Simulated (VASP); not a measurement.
# Ge (Cmmm) in VASP: notebook

The runs below take Ge through single point, with PBEsol, PBEsol+D3(BJ).

All numbers are computed with VASP 6.6.1; they aren't measurements. Logs are shortened: lines on timing, memory, paths and dates and some standing lists are left out, and cuts for length are marked.

## 1. The cell of the first run

It takes space group Cmmm (No. 65, orthorhombic). Conventional cell: a = 2.695 Å, b = 4.779 Å, c = 2.578 Å, α = 90.00°, β = 90.00°, γ = 90.00°. Within 3.4 Å of Ge (site symmetry mmm) lie 8 Ge at 2.58 to 2.74 Å.

## 2. Single point, PBEsol

The input, INCAR:

```
PREC     = Accurate       # precision mode
ENCUT    = 520            # plane-wave cutoff, eV
EDIFF    = 1E-7           # SCF threshold, eV
ISMEAR   = -1             # smearing method
SIGMA    = 0.05           # smearing width, eV
LREAL    = False          # projectors in reciprocal space
LASPH    = True           # aspherical terms in the spheres
NELM     = 80             # most SCF steps
ALGO     = Normal         # electronic algorithm
ISIF     = 2              # what is computed and relaxed
LWAVE    = False          # write WAVECAR
LCHARG   = True           # write CHGCAR
GGA      = PS             # functional
LELF     = True           # ELF
LVHAR    = True         
NBANDS   = 13             # bands
```

The input, KPOINTS:

```
regular mesh
0
Gamma
  11 11 10
```

The input, POSCAR:

```
Ge
1.0
    1.3477206151     -2.3893084454      0.0000000000
    1.3477206151      2.3893084454      0.0000000000
    0.0000000000      0.0000000000      2.5776588234
Ge
1
Direct
    0.5000000000      0.5000000000      0.0000000000
```

Potentials or basis: VASP PAW PBE potentials, release 64 (Ge_d).

Run with:

```sh
> cat potpaw_PBE.64/Ge_d/POTCAR > POTCAR
> mpirun -np 1 vasp_std > vasp.out
```

OUTCAR:

```text
PREC = Accurate
   ENCUT = 520
   EDIFF = 1E-7
   ISMEAR = -1
   LREAL = False
   LASPH = True
   NELM = 80
   ISIF = 2
   GGA = PS

 ion  position               nearest neighbor table
   1  0.500  0.500  0.000-

  LATTYP: Found a base centered orthorhombic cell.
 ALAT       =     2.6954412302
 B/A-ratio  =     1.7728514491
 C/A-ratio  =     0.9563031071

  Lattice vectors:

 A1 = (   1.3477206151,  -2.3893084454,   0.0000000000)
 A2 = (   1.3477206151,   2.3893084454,   0.0000000000)
 A3 = (   0.0000000000,   0.0000000000,   2.5776588234)

Analysis of symmetry for initial positions (statically):
=====================================================================
 Subroutine PRICEL returns:
 Original cell was already a primitive cell.

 Routine SETGRP: Setting up the symmetry group for a
 base centered orthorhombic supercell.

 Subroutine GETGRP returns: Found  8 space group operations
 (whereof  8 operations were pure point group operations)
 out of a pool of  8 trial point group operations.

The static configuration has the point symmetry D_2h.

Analysis of symmetry for dynamics (positions and initial velocities):
=====================================================================
 Subroutine PRICEL returns:
 Original cell was already a primitive cell.

 Routine SETGRP: Setting up the symmetry group for a
 base centered orthorhombic supercell.

 Subroutine GETGRP returns: Found  8 space group operations
 (whereof  8 operations were pure point group operations)
 out of a pool of  8 trial point group operations.

The dynamic configuration has the point symmetry D_2h.

 Subroutine INISYM returns: Found  8 space group operations
 (whereof  8 operations are pure point group operations),
 and found     1 'primitive' translations

----------------------------------------------------------------------------------------

                                     Primitive cell

  volume of cell :      16.6007

  direct lattice vectors                    reciprocal lattice vectors
     1.347720615 -2.389308445  0.000000000     0.370996774 -0.209265573  0.000000000
     1.347720615  2.389308445  0.000000000     0.370996774  0.209265573  0.000000000
     0.000000000  0.000000000  2.577658823     0.000000000  0.000000000  0.387948937

  length of vectors
     2.743199902  2.743199902  2.577658823     0.425946811  0.425946811  0.387948937

  position of ions in fractional coordinates (direct lattice)
     0.500000000  0.500000000  0.000000000

  ion indices of the primitive-cell ions
   primitive index   ion index
                 1           1

----------------------------------------------------------------------------------------

 KPOINTS: regular mesh

Automatic generation of k-mesh.
 Grid dimensions read from file:
 generate k-points for:   11   11   10

 Generating k-lattice:

  Cartesian coordinates                     Fractional coordinates (reciprocal lattice)
     0.033726979 -0.019024143  0.000000000     0.090909091 -0.000000000  0.000000000
     0.033726979  0.019024143  0.000000000    -0.000000000  0.090909091  0.000000000
     0.000000000  0.000000000  0.038794894     0.000000000  0.000000000  0.100000000

  Length of vectors
     0.038722437  0.038722437  0.038794894

  Shift w.r.t. Gamma in fractional coordinates (k-lattice)
     0.000000000  0.000000000  0.000000000

 Subroutine IBZKPT returns following result:
 ===========================================

 Found    216 irreducible k-points:

 Following reciprocal coordinates:
            Coordinates               Weight
  0.000000  0.000000  0.000000      1.000000
  0.090909  0.000000  0.000000      4.000000
  0.181818  0.000000  0.000000      4.000000
  0.272727  0.000000  0.000000      4.000000
  0.363636  0.000000  0.000000      4.000000
  0.454545 -0.000000  0.000000      4.000000
[... 16 lines left out ...]
 -0.272727  0.181818  0.000000      4.000000
 -0.181818  0.181818  0.000000      2.000000
 [... further k-points ...]
   k-points           NKPTS =    216   k-points in BZ     NKDIM =    216   number of bands    NBANDS=     13
   number of dos      NEDOS =    301   number of ions     NIONS =      1
   total plane-waves  NPLWV =   8000
   dimension x,y,z NGX =    20 NGY =   20 NGZ =   20
   dimension x,y,z NGXF=    40 NGYF=   40 NGZF=   40
   ions per type =               1
   NGX,Y,Z   is equivalent  to a cutoff of  12.12, 12.12, 12.90 a.u.
   NGXF,Y,Z  is equivalent  to a cutoff of  24.24, 24.24, 25.80 a.u.
 SYSTEM =  unknown system
   PREC   = accura    normal or accurate (medium, high low for compatibility)
   ISTART =      0    job   : 0-new  1-cont  2-samecut
   ICHARG =      2    charge: 1-file 2-atom 10-const
   ISPIN  =      1    spin polarized calculation?
   LNONCOLLINEAR =      F non collinear calculations
   LSORBIT =      F    spin-orbit coupling
   LASPH  =      T    aspherical Exc in radial PAW
   ENCUT  =  520.0 eV  38.22 Ry    6.18 a.u.   5.10  5.10  4.79*2*pi/ulx,y,z
[... 17 lines left out ...]
   EFERMI_NEDOS =   21; number of points for ismear=-14 and -15
   IALGO  =     38    algorithm
   IMIX   =      4    mixing-type and parameters
     AMIX     =   0.40;   BMIX     =  1.00
     AMIX_MAG =   1.60;   BMIX_MAG =  1.00
  volume/ion in A,a.u.               =      16.60       112.03
  Fermi-wavevector in a.u.,A,eV,Ry     =   1.546708  2.922854 32.549295  2.392306
  Thomas-Fermi vector in A             =   2.651906
   LORBIT       =      0    0 simple, 1 ext, 2 COOP (PROOUT), +10 PAW based schemes
   GGA     = PS    functional components
   LHFCALC =     F    Hartree Fock is set to
   AEXX    =    0.0000 exact exchange contribution
   IVDW    =     0    specifies the selected vdW correction
   LEPSILON=     F    determine dielectric tensor
   LRPA    =     F    only Hartree local field effects (RPA)
 non-spin polarized calculation
  energy-cutoff  :      520.00
  volume of cell :       16.60
 maximum number of plane-waves:       459
   NGX = 11   NGY = 11   NGZ =  9

 number of electron      13.9999991 magnetization

 Free energy of the ion-electron system (eV)
  ---------------------------------------------------
  ext. energy  EPLUGINS =         0.00000000
  ---------------------------------------------------
  free energy    TOTEN  =        -4.70058264 eV

  energy without entropy =       -4.69740851  energy(sigma->0) =       -4.69899558

 E-fermi :   8.0001     XC(G=0): -12.0410

 val. band max:        7.9847701657   @ k =   0.4545   0.0909   0.4000
 cond. band min:       8.0020114121   @ k =  -0.3636   0.1818   0.0000
 fundamental gap:      0.0172412464
 Fermi energy:         8.0000795353

 k-point     1 :       0.0000    0.0000    0.0000
  band No.  band energies     occupation
      1     -16.8699      2.00000
      2     -16.7467      2.00000
      3     -16.7196      2.00000
      4     -16.5257      2.00000
      5     -16.5188      2.00000
      6      -6.3775      2.00000
      7      15.1279      0.00000
      8      17.3101      0.00000
      9      17.8428      0.00000
     10      18.6311      0.00000
     11      22.7248      0.00000
     12      23.5263      0.00000
     13      24.0042      0.00000

 k-point     2 :       0.0909    0.0000    0.0000
  band No.  band energies     occupation
      1     -16.8613      2.00000
      2     -16.7381      2.00000
      3     -16.7162      2.00000
      4     -16.5293      2.00000
      5     -16.5238      2.00000
      6      -6.1522      2.00000
      7      15.3567      0.00000
      8      15.4574      0.00000
      9      16.6186      0.00000
     10      19.1438      0.00000
     11      21.1329      0.00000
     12      24.0879      0.00000
     13      25.9918      0.00000

 k-point     3 :       0.1818    0.0000    0.0000
  band No.  band energies     occupation
      1     -16.8424      2.00000
      2     -16.7384      2.00000
      3     -16.6805      2.00000
      4     -16.5459      2.00000
      5     -16.5299      2.00000
      6      -5.4747      2.00000
      7      11.8786      0.00000
      8      15.1518      0.00000
      9      16.0311      0.00000
     10      18.6780      0.00000
     11      20.6042      0.00000
     12      26.7059      0.00000
     13      28.4598      0.00000
[... 305 lines left out ...]
 k-point    23 :      -0.2727    0.1818    0.0000
  band No.  band energies     occupation
      1     -16.8327      2.00000
      2     -16.7504      2.00000
      3     -16.6407      2.00000
      4     -16.5615      2.00000
      5     -16.5298      2.00000
      6      -4.8465      2.00000
      7       9.6585      0.00000
      8      13.0760      0.00000
      9      16.6288      0.00000
     10      20.1832      0.00000
     11      21.6567      0.00000
     12      26.2294      0.00000
     13      32.1333      0.00000

 k-point    24 :      -0.1818    0.1818    0.0000
  band No.  band energies     occupation
      1     -16.8476      2.00000
      2     -16.7512      2.00000
      3     -16.6682      2.00000
      4     -16.5492      2.00000
      5     -16.5240      2.00000
      6      -5.5077      2.00000
      7      11.3800      0.00000
      8      15.7187      0.00000
      9      15.9923      0.00000
     10      18.9168      0.00000
     11      20.7932      0.00000
     12      27.2520      0.00000
     13      28.4124      0.00000

 [... further k-points ...]
[... 5 lines left out ...]
  --------------------------------------------------------------------------------------
  -------------------------------------------------------------------------------------
  Total        1.0401962      1.0400858      1.0417101     -0.0000000      0.0000000      0.0000000
  in kB      100.3918181    100.3811600    100.5379273     -0.0000000      0.0000000      0.0000000
  external PRESSURE =     100.4369685 kB  Pullay stress =       0.0000000 kB

 VOLUME and BASIS-vectors are now :
 -----------------------------------------------------------------------------
  energy-cutoff  :      520.00
  volume of cell :       16.60
      direct lattice vectors                 reciprocal lattice vectors
     1.347720615 -2.389308445  0.000000000     0.370996774 -0.209265573  0.000000000
     1.347720615  2.389308445  0.000000000     0.370996774  0.209265573  0.000000000
     0.000000000  0.000000000  2.577658823     0.000000000  0.000000000  0.387948937

 POSITION                                       TOTAL-FORCE (eV/Angst)
 -----------------------------------------------------------------------------------
      1.34772      0.00000      0.00000         0.000000      0.000000      0.000000
 -----------------------------------------------------------------------------------
    total drift:                               -0.000000      0.000000     -0.000000

  FREE ENERGIE OF THE ION-ELECTRON SYSTEM (eV)
  ---------------------------------------------------
  free  energy   TOTEN  =        -4.7005826375 eV

  energy  without entropy=       -4.6974085129  energy(sigma->0) =       -4.69899558
```

It took 20 s on 1 thread of Intel Xeon Platinum 8488C (Sapphire Rapids), shared host; peak memory 0.15 GiB.

What came out:

```yaml
Free_energy: -4.7006 eV
Pressure: 10.0 GPa
Band_gap_on_the_k_mesh: zero (band 7 reaches 15.36 eV, above the bottom of band 8 at 5.09 eV)
```

Caveat: the PAW data sets were made with another functional, which shifts forces and pressure a little.

## 3. Single point, PBEsol

This run uses another cell than the first one, of 17.37 Å³/atom, 1.046 times its volume.

The input, INCAR:

```
SYSTEM = Ge
  ALGO = Normal
  EDIFF = 1E-6
  ENCUT = 520
  GGA = PS
  ISIF = 2
  ISMEAR = -1
  LASPH = .True.
  LCHARG = .False.
  LREAL = .False.
  LWAVE = .False.
  NBANDS = 13
  NELM = 100
  PREC = Accurate
  SIGMA = 0.05
```

The input, KPOINTS:

```
k-points
0
Gamma
  11 11 10
  0 0 0
```

The input, POSCAR:

```
Ge
1.0
    1.3694568306     -2.4225053932      0.0000000000
    1.3694568306      2.4225053932      0.0000000000
    0.0000000000      0.0000000000      2.6181747407
Ge
1
Direct
    0.5000000000      0.5000000000      0.0000000000
```

Potentials or basis: VASP PAW PBE potentials, release 64 (Ge_d).

Run with:

```sh
> cat potpaw_PBE.64/Ge_d/POTCAR > POTCAR
> mpirun -np 1 vasp_std > vasp.out
```

Wall time 16 s (1 thread of Intel Xeon Platinum 8488C (Sapphire Rapids), shared host); peak memory 0.16 GiB.

The run converged. Its results:

* Free energy: -4.7368 eV
* Pressure: 4.9 GPa
* Band gap on the k mesh: zero (band 7 reaches 14.54 eV, above the bottom of band 8 at 4.72 eV)

Stress tensor (GPa, compression positive):
```
4.90 0.00 0.00
0.00 4.89 0.00
0.00 0.00 4.82
```

Levels at points of the mesh, in eV from the Fermi level:
| k point | band 4 | band 5 | band 6 | band 7 | band 8 | band 9 | band 10 | band 11 |
| --- | --- | --- | --- | --- | --- | --- | --- | --- |
| (0.00, 0.00, 0.00) | -24.50 | -24.49 | -13.95 | 6.87 | 8.95 | 9.41 | 10.42 | 14.47 |
| (0.00, 0.00, 0.50) | -24.58 | -24.55 | -9.75 | -6.54 | 12.19 | 12.66 | 17.61 | 18.11 |

Caveat: the PAW data sets were made with another functional, which shifts forces and pressure a little.

## 4. Single point, PBEsol

This run uses another cell than the first one, of 17.94 Å³/atom, 1.081 times its volume.

The input, INCAR:

```
PREC     = Accurate       # precision mode
ENCUT    = 520            # plane-wave cutoff, eV
EDIFF    = 1E-6           # SCF threshold, eV
ISMEAR   = -1             # smearing method
SIGMA    = 0.05           # smearing width, eV
LREAL    = F              # projectors in reciprocal space
LASPH    = T              # aspherical terms in the spheres
NELM     = 60             # most SCF steps
ALGO     = Normal         # electronic algorithm
ISIF     = 2              # what is computed and relaxed
LWAVE    = F              # write WAVECAR
LCHARG   = T              # write CHGCAR
GGA      = PS             # functional
LELF     = T              # ELF
LVHAR    = T            
NBANDS   = 13             # bands
```

The input, KPOINTS:

```
regular mesh
0
Gamma
  11 11 10
```

The input, POSCAR:

```
Ge
1.0
    1.3860713024     -2.4444664548      0.0000000000
    1.3860713024      2.4444664548      0.0000000000
    0.0000000000      0.0000000000      2.6481357395
Ge
1
Direct
    0.5000000000      0.5000000000      0.0000000000
```

Run with:

```sh
> cat potpaw_PBE.64/Ge_d/POTCAR > POTCAR
> mpirun -np 1 vasp_std > vasp.out
```

It took 16 s on 1 thread of Intel Xeon Platinum 8488C (Sapphire Rapids), shared host; peak memory 0.16 GiB.

It converged, with:

| Item | Value |
| --- | --- |
| Free energy | -4.7495 eV |
| Pressure | 1.9 GPa |
| Band gap on the k mesh | zero (band 7 reaches 13.96 eV, above the bottom of band 8 at 4.47 eV) |

Stress tensor (GPa, compression positive):
```
1.93 0.00 0.00
0.00 1.90 0.00
0.00 0.00 1.81
```

Levels at points of the mesh, in eV from the Fermi level:
```csv
k point,band 4,band 5,band 6,band 7,band 8,band 9,band 10,band 11
"(0.00, 0.00, 0.00)",-24.49,-24.48,-13.65,6.68,8.72,9.09,10.26,14.32
"(0.00, 0.00, 0.50)",-24.56,-24.53,-9.64,-6.31,11.79,12.17,17.33,17.84
```

Caveat: the PAW data sets were made with another functional, which shifts forces and pressure a little.

## 5. Single point, PBEsol

This run uses another cell than the first one, of 18.40 Å³/atom, 1.108 times its volume.

The input, INCAR:

```
SYSTEM = Ge
PREC = Accurate
ENCUT = 520
EDIFF = 1E-6
ISMEAR = -1
SIGMA = 0.05
LREAL = .False.
LASPH = .True.
NELM = 60
ALGO = Normal
ISIF = 2
LWAVE = .False.
LCHARG = .True.
GGA = PS
LELF = .True.
LVHAR = .True.
NBANDS = 13
```

The input, KPOINTS:

```
Automatic mesh
0
Gamma
  11 11 10
  0 0 0
```

The input, POSCAR:

```
Ge
1.0
    1.3992512346     -2.4614100881      0.0000000000
    1.3992512346      2.4614100881      0.0000000000
    0.0000000000      0.0000000000      2.6709106749
Ge
1
Direct
    0.5000000000      0.5000000000      0.0000000000
```

Run with:

```sh
> cat potpaw_PBE.64/Ge_d/POTCAR > POTCAR
> mpirun -np 1 vasp_std > vasp.out
```

It took 17 s on 1 thread of Intel Xeon Platinum 8488C (Sapphire Rapids), shared host; peak memory 0.16 GiB.

It converged, with:

```
Free energy            : -4.7526 eV
Pressure               : -0.1 GPa
Band gap on the k mesh : zero (band 7 reaches 13.54 eV, above the bottom of band 8 at 4.28 eV)
```

Levels at points of the mesh, in eV from the Fermi level:
| k point | band 4 | band 5 | band 6 | band 7 | band 8 | band 9 | band 10 | band 11 |
| --- | --- | --- | --- | --- | --- | --- | --- | --- |
| (0.00, 0.00, 0.00) | -24.48 | -24.47 | -13.43 | 6.54 | 8.54 | 8.85 | 10.15 | 14.20 |
| (0.00, 0.00, 0.50) | -24.55 | -24.52 | -9.54 | -6.13 | 11.49 | 11.80 | 17.10 | 17.64 |

Caveat: the PAW data sets were made with another functional, which shifts forces and pressure a little.

## 6. Single point, PBEsol+D3(BJ)

This run uses another cell than the first one, of 17.69 Å³/atom, 1.066 times its volume.

The input, INCAR:

```
ALGO     = Normal         # electronic algorithm
EDIFF    = 1E-6           # SCF threshold, eV
ENCUT    = 520            # plane-wave cutoff, eV
GGA      = PS             # functional
ISIF     = 2              # what is computed and relaxed
ISMEAR   = -1             # smearing method
IVDW     = 12             # dispersion correction
LASPH    = T              # aspherical terms in the spheres
LCHARG   = F              # write CHGCAR
LREAL    = F              # projectors in reciprocal space
LWAVE    = F              # write WAVECAR
NBANDS   = 13             # bands
NELM     = 100            # most SCF steps
PREC     = Accurate       # precision mode
SIGMA    = 0.05           # smearing width, eV
```

The input, KPOINTS:

```
k-points
0
Gamma
  11 11 10
```

The input, POSCAR:

```
Ge
1.0
    1.3789042692     -2.4346914218      0.0000000000
    1.3789042692      2.4346914218      0.0000000000
    0.0000000000      0.0000000000      2.6348426835
Ge
1
Direct
    0.5000000000      0.5000000000      0.0000000000
```

Potentials or basis: VASP PAW PBE potentials, release 64 (Ge_d).

Run with:

```sh
> cat potpaw_PBE.64/Ge_d/POTCAR > POTCAR
> mpirun -np 1 vasp_std > vasp.out
```

Wall time 13 s (1 thread of Intel Xeon 6975P-C, shared host); peak memory 0.18 GiB.

The run converged. Its results:

```
Free energy                : -5.0941 eV
Pressure                   : -0.1 GPa
Band gap on the k mesh     : zero (band 7 reaches 14.22 eV, above the bottom of band 8 at 4.58 eV)
Dispersion energy per atom : -0.349 eV
```

Levels at points of the mesh, in eV from the Fermi level:
```
           k point  band 5  band 6  band 7  band 8  band 9  band 10
(0.00, 0.00, 0.00)  -24.49  -13.78    6.76    8.82    9.23    10.33
(0.00, 0.00, 0.50)  -24.54   -9.69   -6.41   11.97   12.38    17.45
```

Caveat: the PAW data sets were made with another functional, which shifts forces and pressure a little; pairwise dispersion overbinds metals, which lowers pressure and volume.

## 7. The runs side by side

```csv
level,cell,gap on the mesh (eV),pressure (GPa)
PBEsol,"a = 2.743, b = 2.743, c = 2.578 Å, angles 90.0, 90.0, 121.1°, 1 atom",none,10.0
PBEsol,"a = 2.783, b = 2.783, c = 2.618 Å, angles 90.0, 90.0, 121.0°, 1 atom",none,4.9
PBEsol,"a = 2.810, b = 2.810, c = 2.648 Å, angles 90.0, 90.0, 120.9°, 1 atom",none,1.9
PBEsol,"a = 2.831, b = 2.831, c = 2.671 Å, angles 90.0, 90.0, 120.8°, 1 atom",none,-0.1
PBEsol+D3(BJ),"a = 2.798, b = 2.798, c = 2.635 Å, angles 90.0, 90.0, 120.9°, 1 atom",none,-0.1
```

Alike in all rows: task single point; potentials or basis VASP PAW PBE potentials, release 64 (Ge_d); no spin polarisation; k mesh 11 × 11 × 10; cutoff (eV) 520; smearing fermi-dirac 0.05 eV.

Caveats: the PAW data sets were made with another functional, which shifts forces and pressure a little; pairwise dispersion overbinds metals, which lowers pressure and volume (some runs).

Absolute energies hang on the potentials; compare differences alone.
